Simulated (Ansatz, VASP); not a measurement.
# One calculation of SnO2, two programs

```
CELL_PARAMETERS angstrom
4.79340 0.00000 0.00000
0.00000 4.79340 0.00000
0.00000 0.00000 3.23144
ATOMIC_POSITIONS crystal
Sn 0.00000 0.00000 0.00000
Sn 0.50000 0.50000 0.50000
O 0.30603 0.30603 0.00000
O 0.19397 0.80603 0.50000
O 0.69397 0.69397 0.00000
O 0.80603 0.19397 0.50000
```

Alike in both runs: functional revPBE; dispersion D3(BJ); k mesh 6 × 6 × 8; no spin polarisation.

Ansatz relaxed the structure, and its values are those at the end. VASP's run is a single point on that final structure, the one shown.

```csv
,VASP,Ansatz
version,VASP 6.6.1,Ansatz 0.2.0
potentials or method,"VASP PAW PBE potentials, release 64 (Sn_d, O), cutoff 520 eV","plane waves, PAW"
occupations,"gaussian, width 0.01 eV",fixed
valence electrons in the cell,52,52
```

Ansatz gave:

* pressure (GPa): 0.0
* rms of the force components (eV/Å): 0.000

**Question.** Which values does VASP return?

**Answer.** Pressure (GPa): 0.6; rms of the force components (eV/Å): 0.008.

VASP's potentials were made for PBE, not for revPBE.
